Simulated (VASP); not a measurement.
# NbCuP2 (P-6m2) in VASP: a series of runs

NbCuP2 is run at these levels: PBE; tasks: relaxation of cell and atoms.

All numbers are computed with VASP 6.6.1; they aren't measurements. Logs are shortened: lines on timing, memory, paths and dates and some standing lists are left out, and cuts for length are marked.

## 1. The cell of the first run

The structure is hexagonal, space group P-6m2 (No. 187). The conventional cell has a = 3.564 Å, b = 3.564 Å, c = 5.534 Å, α = 90.00°, β = 90.00°, γ = 120.00°. Nb (site symmetry -6m2) has 6 P at 2.54 Å and 2 Cu at 2.77 Å within 3.4 Å. Within 3.2 Å of Cu (site symmetry -6m2) lie 6 P at 2.42 Å and 2 Nb at 2.77 Å. Within 3.2 Å of P (site symmetry 3m) lie 3 Cu at 2.42 Å and 3 Nb at 2.54 Å and 2 P at 2.55 to 2.99 Å.

## 2. Relaxation of cell and atoms, PBE

Input file INCAR:

```
SYSTEM = NbCuP2
PREC = Accurate
ENCUT = 600
EDIFF = 1E-7
ISMEAR = 0
SIGMA = 0.1
LREAL = .False.
LASPH = .True.
NELM = 80
ALGO = Normal
ISIF = 3
LWAVE = .False.
LCHARG = .False.
GGA = PE
IBRION = 2
NSW = 100
EDIFFG = -0.01
```

Input file KPOINTS:

```
regular mesh
0
Gamma
  18 18 8
  0 0 0
```

Input file POSCAR:

```
NbCuP2
1.0
    3.5635332574      0.0000000000      0.0000000000
   -1.7817666287      3.0861103282      0.0000000000
    0.0000000000      0.0000000000      5.5343956840
Nb Cu P
1 1 2
Direct
    0.3333333333      0.6666666667      0.5000000000
    0.3333333333      0.6666666667      0.0000000000
    0.0000000000      0.0000000000      0.7698560198
    0.0000000000      0.0000000000      0.2301439802
```

Potentials or basis: VASP PAW PBE potentials, release 64 (Nb_sv, Cu, P).

Launch:

```
$ cat potpaw_PBE.64/Nb_sv/POTCAR potpaw_PBE.64/Cu/POTCAR potpaw_PBE.64/P/POTCAR > POTCAR
$ mpirun -np 1 vasp_std > vasp.out
```

OUTCAR:

```text
SYSTEM = NbCuP2
   PREC = Accurate
   ENCUT = 600
   EDIFF = 1E-7
   ISMEAR = 0
   LREAL = .False.
   LASPH = .True.
   NELM = 80
   ISIF = 3
   GGA = PE
   IBRION = 2
   NSW = 100
   EDIFFG = -0.01

 ion  position               nearest neighbor table
   1  0.333  0.667  0.500-   3 2.54   4 2.54   3 2.54   4 2.54   3 2.54   4 2.54   2 2.77   2 2.77

   2  0.333  0.667  0.000-   3 2.42   4 2.42   3 2.42   4 2.42   3 2.42   4 2.42   1 2.77   1 2.77

   3  0.000  0.000  0.770-   2 2.42   2 2.42   2 2.42   1 2.54   1 2.54   1 2.54   4 2.55
   4  0.000  0.000  0.230-   2 2.42   2 2.42   2 2.42   1 2.54   1 2.54   1 2.54   3 2.55

  LATTYP: Found a hexagonal cell.
 ALAT       =     3.5635332574
 C/A-ratio  =     1.5530641316

  Lattice vectors:

 A1 = (   3.5635332574,   0.0000000000,   0.0000000000)
 A2 = (  -1.7817666287,   3.0861103282,   0.0000000000)
 A3 = (   0.0000000000,   0.0000000000,   5.5343956840)

Analysis of symmetry for initial positions (statically):
=====================================================================
 Subroutine PRICEL returns:
 Original cell was already a primitive cell.

 Routine SETGRP: Setting up the symmetry group for a
 hexagonal supercell.

 Subroutine GETGRP returns: Found 12 space group operations
 (whereof 12 operations were pure point group operations)
 out of a pool of 24 trial point group operations.

The static configuration has the point symmetry D_3h.

Analysis of symmetry for dynamics (positions and initial velocities):
=====================================================================
 Subroutine PRICEL returns:
 Original cell was already a primitive cell.

 Routine SETGRP: Setting up the symmetry group for a
 hexagonal supercell.

 Subroutine GETGRP returns: Found 12 space group operations
 (whereof 12 operations were pure point group operations)
 out of a pool of 24 trial point group operations.

The dynamic configuration has the point symmetry D_3h.

 Subroutine INISYM returns: Found 12 space group operations
 (whereof 12 operations are pure point group operations),
 and found     1 'primitive' translations

----------------------------------------------------------------------------------------

                                     Primitive cell

  volume of cell :      60.8643

  direct lattice vectors                    reciprocal lattice vectors
     3.563533257  0.000000000  0.000000000     0.280620364  0.162016243  0.000000000
    -1.781766629  3.086110328  0.000000000     0.000000000  0.324032485  0.000000000
     0.000000000  0.000000000  5.534395684     0.000000000  0.000000000  0.180688201

  length of vectors
     3.563533257  3.563533257  5.534395684     0.324032485  0.324032485  0.180688201

  position of ions in fractional coordinates (direct lattice)
     0.333333333  0.666666667  0.500000000
     0.333333333  0.666666667  0.000000000
     0.000000000  0.000000000  0.769856020
     0.000000000  0.000000000  0.230143980

  ion indices of the primitive-cell ions
   primitive index   ion index
                 1           1
                 2           2
                 3           3
                 4           4

----------------------------------------------------------------------------------------

 KPOINTS: regular mesh

Automatic generation of k-mesh.
 Grid dimensions read from file:
 generate k-points for:   18   18    8

 Generating k-lattice:

  Cartesian coordinates                     Fractional coordinates (reciprocal lattice)
     0.015590020  0.009000902  0.000000000     0.055555556 -0.000000000  0.000000000
     0.000000000  0.018001805  0.000000000     0.000000000  0.055555556  0.000000000
     0.000000000  0.000000000  0.022586025     0.000000000  0.000000000  0.125000000

  Length of vectors
     0.018001805  0.018001805  0.022586025

  Shift w.r.t. Gamma in fractional coordinates (k-lattice)
     0.000000000  0.000000000  0.000000000

 Subroutine IBZKPT returns following result:
 ===========================================

 Found    185 irreducible k-points:

 Following reciprocal coordinates:
            Coordinates               Weight
  0.000000  0.000000  0.000000      1.000000
  0.055556  0.000000  0.000000      6.000000
  0.111111  0.000000  0.000000      6.000000
  0.166667  0.000000  0.000000      6.000000
  0.222222  0.000000  0.000000      6.000000
  0.277778 -0.000000  0.000000      6.000000
[... 16 lines left out ...]
  0.333333  0.111111  0.000000     12.000000
  0.388889  0.111111  0.000000     12.000000
 [... further k-points ...]
   k-points           NKPTS =    185   k-points in BZ     NKDIM =    185   number of bands    NBANDS=     21
   number of dos      NEDOS =    301   number of ions     NIONS =      4
   total plane-waves  NPLWV =  37632
   dimension x,y,z NGX =    28 NGY =   28 NGZ =   48
   dimension x,y,z NGXF=    56 NGYF=   56 NGZF=   96
   ions per type =               1   1   2
   NGX,Y,Z   is equivalent  to a cutoff of  13.06, 13.06, 14.42 a.u.
   NGXF,Y,Z  is equivalent  to a cutoff of  26.13, 26.13, 28.84 a.u.
 SYSTEM =  NbCuP2
   PREC   = accura    normal or accurate (medium, high low for compatibility)
   ISTART =      0    job   : 0-new  1-cont  2-samecut
   ICHARG =      2    charge: 1-file 2-atom 10-const
   ISPIN  =      1    spin polarized calculation?
   LNONCOLLINEAR =      F non collinear calculations
   LSORBIT =      F    spin-orbit coupling
   LASPH  =      T    aspherical Exc in radial PAW
   ENCUT  =  600.0 eV  44.10 Ry    6.64 a.u.   7.12  7.12 11.05*2*pi/ulx,y,z
   NELM   =     80;   NELMIN=  2; NELMDL= -5     # of ELM steps
   EDIFF  = 0.1E-06   stopping-criterion for ELM
   LREAL  =      F    real-space projection
   EDIFFG = -.1E-01   stopping-criterion for IOM
   NSW    =    100    number of steps for IOM
   IBRION =      2    ionic relax: 0-MD 1-quasi-New 2-CG
   NFREE  =      1    steps in history (QN), initial steepest desc. (CG)
   ISIF   =      3    stress and relaxation
   ISYM   =      2    0-nonsym 1-usesym 2-fastsym
   POTIM  = 0.5000    time-step for ionic-motion
   TEBEG  =    0.0;   TEEND  =   0.0 temperature during run
   PSTRESS=    0.0 pullay stress
   NELECT =      34.0000    total number of electrons
   NUPDOWN=      -1.0000    fix difference up-down
   EMIN   =  10.00;   EMAX   =-10.00  energy-range for DOS
   EFERMI =   0.00;   METHOD = LEGACY
   ISMEAR =     0;   SIGMA  =   0.10  broadening in eV -4-tet -1-fermi 0-gaus
   EFERMI_NEDOS =   21; number of points for ismear=-14 and -15
   IALGO  =     38    algorithm
   IMIX   =      4    mixing-type and parameters
     AMIX     =   0.40;   BMIX     =  1.00
     AMIX_MAG =   1.60;   BMIX_MAG =  1.00
  volume/ion in A,a.u.               =      15.22       102.68
  Fermi-wavevector in a.u.,A,eV,Ry     =   1.348281  2.547881 24.733498  1.817861
  Thomas-Fermi vector in A             =   2.475962
   LORBIT       =      0    0 simple, 1 ext, 2 COOP (PROOUT), +10 PAW based schemes
   GGA     = PE    functional components
   LHFCALC =     F    Hartree Fock is set to
   AEXX    =    0.0000 exact exchange contribution
   IVDW    =     0    specifies the selected vdW correction
   LEPSILON=     F    determine dielectric tensor
   LRPA    =     F    only Hartree local field effects (RPA)
 conjugate gradient relaxation of ions
 non-spin polarized calculation
 Gauss-broadening in eV      SIGMA  =   0.10
  energy-cutoff  :      600.00
  volume of cell :       60.86
 maximum number of plane-waves:      2062
   NGX = 15   NGY = 15   NGZ = 23

--------------------------------------- Ionic step        1  -------------------------------------------

 number of electron      34.0000000 magnetization

 Free energy of the ion-electron system (eV)
  ---------------------------------------------------
  ext. energy  EPLUGINS =         0.00000000
  ---------------------------------------------------
  free energy    TOTEN  =       -26.68554704 eV

  energy without entropy =      -26.68302082  energy(sigma->0) =      -26.68428393

------------------------ aborting loop because EDIFF is reached ----------------------------------------

  FORCE on cell =-STRESS in cart. coord.  units (eV):
  Direction    XX          YY          ZZ          XY          YZ          ZX
  --------------------------------------------------------------------------------------
  -------------------------------------------------------------------------------------
  Total        0.1621981      0.1621981     -0.0230986      0.0000000      0.0000000     -0.0000000
  in kB        4.2696666      4.2696666     -0.6080432      0.0000000      0.0000000     -0.0000000
  external PRESSURE =       2.6437634 kB  Pullay stress =       0.0000000 kB
[... 137 lines left out ...]
  energy  without entropy=      -26.6834779719  energy(sigma->0) =      -26.68485350

--------------------------------------- Ionic step        5  -------------------------------------------

 number of electron      34.0000000 magnetization

 Free energy of the ion-electron system (eV)
  ---------------------------------------------------
  ext. energy  EPLUGINS =         0.00000000
  ---------------------------------------------------
  free energy    TOTEN  =       -26.68628145 eV

  energy without entropy =      -26.68356019  energy(sigma->0) =      -26.68492082

 E-fermi :   9.6165     XC(G=0): -11.6449

 val. band max:        9.5516797704   @ k =   0.1111   0.0000   0.1250
 cond. band min:       9.6268379673   @ k =   0.2778   0.2222   0.3750
 fundamental gap:      0.0751581970
 Fermi energy:         9.6165363313

 k-point     1 :       0.0000    0.0000    0.0000
  band No.  band energies     occupation
      1     -45.6829      2.00000
      2     -21.8691      2.00000
      3     -21.6959      2.00000
      4     -21.6959      2.00000
      5      -4.2917      2.00000
      6      -0.4365      2.00000
[... 550 lines left out ...]
      5      -2.6754      2.00000
      6      -0.1807      2.00000
[... 13 lines left out ...]
     20      11.5251      0.00000
     21      13.0431      0.00000

 [... further k-points ...]

------------------------ aborting loop because EDIFF is reached ----------------------------------------

  FORCE on cell =-STRESS in cart. coord.  units (eV):
  Direction    XX          YY          ZZ          XY          YZ          ZX
  --------------------------------------------------------------------------------------
  -------------------------------------------------------------------------------------
  Total       -0.0119489     -0.0119489      0.0107966      0.0000000      0.0000000      0.0000000
  in kB       -0.3134773     -0.3134773      0.2832480      0.0000000      0.0000000      0.0000000
  external PRESSURE =      -0.1145688 kB  Pullay stress =       0.0000000 kB
[... 19 lines left out ...]
  FREE ENERGIE OF THE ION-ELECTRON SYSTEM (eV)
  ---------------------------------------------------
  free  energy   TOTEN  =       -26.6862814502 eV

  energy  without entropy=      -26.6835601939  energy(sigma->0) =      -26.68492082

 reached required accuracy - stopping structural energy minimisation
```

Run time: 14 min. Hardware: 1 thread of Intel Xeon Platinum 8488C (Sapphire Rapids), shared host; peak memory 0.44 GiB.

Results:

- Free energy: -26.6863 eV
- Relaxed volume: 15.27 Å³/atom
- Relaxed cell: a = 3.572 Å, b = 3.572 Å, c = 5.528 Å, α = 90.00°, β = 90.00°, γ = 120.00°
- Space group after relaxing (to 0.1 Å): P-6m2 (No. 187)
- Energy gained by relaxing: 0.2 meV/atom
- Ionic steps: 5
- Pressure after relaxing: 0.0 GPa
- Largest force after relaxing: 0.008 eV/Å
- Band gap on the k mesh: zero (bands 17 and 18 overlap by 0.58 eV)

Forces in eV/Å, atoms in the order of the input:
```
Nb   0.000  0.000  0.000
Cu   0.000  0.000  0.000
P    0.000  0.000 -0.008
P    0.000  0.000  0.008
```

The path:
```csv
step,energy change (eV),largest force (eV/Å),pressure (GPa),volume (Å³)
1,0.0000,0.0659,0.26,60.86
2,-0.0006,0.0384,-0.13,61.09
3,-0.0006,0.0331,-0.21,61.13
4,-0.0007,0.0134,0.16,61.02
5,-0.0007,0.0078,-0.01,61.07
```

Final structure:
```
CELL_PARAMETERS angstrom
3.57169 0.00000 0.00000
-1.78585 3.09317 0.00000
0.00000 0.00000 5.52783
ATOMIC_POSITIONS crystal
Nb 0.33333 0.66667 0.50000
Cu 0.33333 0.66667 0.00000
P 0.00000 0.00000 0.76889
P 0.00000 0.00000 0.23111
```

## 3. Relaxation of cell and atoms, PBE

This run uses another cell than the first one, of 15.27 Å³/atom.

Input file INCAR:

```
ALGO     = Normal         # electronic algorithm
EDIFF    = 1E-6           # SCF threshold, eV
EDIFFG   = -0.001         # ionic threshold
ENCUT    = 600            # plane-wave cutoff, eV
GGA      = PE             # functional
IBRION   = 2              # ionic algorithm
ISIF     = 3              # what is computed and relaxed
ISMEAR   = -1             # smearing method
LASPH    = T              # aspherical terms in the spheres
LCHARG   = F              # write CHGCAR
LREAL    = F              # projectors in reciprocal space
LWAVE    = F              # write WAVECAR
NELM     = 100            # most SCF steps
NSW      = 80             # ionic steps
PREC     = Accurate       # precision mode
SIGMA    = 0.15           # smearing width, eV
```

Input file KPOINTS:

```
k-points
0
Gamma
  18 18 8
```

Input file POSCAR:

```
NbCuP2
1.0
    3.5702095126      0.0000000000      0.0000000000
   -1.7851047563      3.0918921347      0.0000000000
    0.0000000000      0.0000000000      5.5331674181
Nb Cu P
1 1 2
Direct
    0.3333333333      0.6666666667      0.5000000000
    0.3333333333      0.6666666667      0.0000000000
    0.0000000000      0.0000000000      0.7689711925
    0.0000000000      0.0000000000      0.2310288075
```

Potentials or basis: VASP PAW PBE potentials, release 64 (Nb_sv, Cu, P).

Launch:

```
$ cat potpaw_PBE.64/Nb_sv/POTCAR potpaw_PBE.64/Cu/POTCAR potpaw_PBE.64/P/POTCAR > POTCAR
$ mpirun -np 1 vasp_std > vasp.out
```

Run time: 34 min. Hardware: 1 thread of Intel Xeon Platinum 8488C (Sapphire Rapids), shared host; peak memory 0.46 GiB.

Results (log left out):

| Quantity | Value |
| --- | --- |
| Free energy | -26.7055 eV |
| Relaxed volume | 15.29 Å³/atom |
| Relaxed cell | a = 3.571 Å, b = 3.571 Å, c = 5.538 Å, α = 90.00°, β = 90.00°, γ = 120.00° |
| Space group after relaxing (to 0.1 Å) | P-6m2 (No. 187) |
| Energy gained by relaxing | 0.1 meV/atom |
| Ionic steps | 24 |
| Pressure after relaxing | 0.0 GPa |
| Band gap on the k mesh | zero (bands 17 and 18 overlap by 0.61 eV) |

The path:
| step | energy change (eV) | largest force (eV/Å) | pressure (GPa) | volume (Å³) |
| --- | --- | --- | --- | --- |
| 1 | 0.0000 | 0.0527 | 0.11 | 61.08 |
| 2 | -0.0002 | 0.0303 | 0.04 | 61.17 |
| 3 | -0.0002 | 0.0060 | -0.26 | 61.27 |
| 4 | -0.0003 | 0.0155 | -0.22 | 61.23 |
| 5 | -0.0003 | 0.0198 | 0.03 | 61.16 |
| 6 | -0.0003 | 0.0002 | -0.04 | 61.20 |
| 7 | -0.0003 | 0.0027 | -0.07 | 61.19 |
| 8 | -0.0003 | 0.0115 | -0.02 | 61.18 |
| 9 | -0.0003 | 0.0047 | 0.05 | 61.19 |
| 10 | -0.0003 | 0.0033 | -0.03 | 61.19 |
| 11 | -0.0003 | 0.0005 | -0.09 | 61.18 |
| 12 | -0.0003 | 0.0067 | 0.01 | 61.14 |
| 13 | -0.0003 | 0.0044 | 0.02 | 61.16 |
| 14 | -0.0003 | 0.0013 | 0.06 | 61.17 |
| 15 | -0.0003 | 0.0000 | 0.01 | 61.17 |
| 16 | -0.0003 | 0.0007 | -0.09 | 61.18 |
| 17 | -0.0003 | 0.0007 | 0.00 | 61.16 |
| 18 | -0.0003 | 0.0007 | -0.01 | 61.16 |
| 19 | -0.0003 | 0.0005 | 0.05 | 61.16 |
| 20 | -0.0003 | 0.0006 | 0.02 | 61.16 |
| 21 | -0.0003 | 0.0005 | 0.01 | 61.16 |
| 22 | -0.0003 | 0.0003 | -0.02 | 61.16 |
| 23 | -0.0003 | 0.0005 | 0.00 | 61.16 |
| 24 | -0.0003 | 0.0004 | 0.00 | 61.16 |

Final structure:
```xyz
4
Lattice="3.5709 0.0000 0.0000 -1.7855 3.0925 0.0000 0.0000 0.0000 5.5385" Properties=species:S:1:pos:R:3 pbc="T T T"
Nb    0.0000    2.0617    2.7692
Cu    0.0000    2.0617    0.0000
P     0.0000    0.0000    4.2538
P     0.0000    0.0000    1.2847
```

Levels at points of the mesh, in eV from the Fermi level:
```csv
k point,band 15,band 16,band 17,band 18,band 19,band 20
"(0.00, 0.00, 0.00)",-0.87,-0.87,0.61,1.93,1.93,2.57
"(0.50, 0.00, 0.00)",-2.31,-1.60,-1.34,1.63,1.83,2.20
"(0.00, 0.00, 0.50)",-2.10,-1.70,-1.70,2.26,2.26,2.48
"(0.50, 0.00, 0.50)",-2.82,-2.05,-0.31,0.79,1.90,2.17
```

The gap in the log of VASP goes by the Fermi energy; the results here count the filled bands.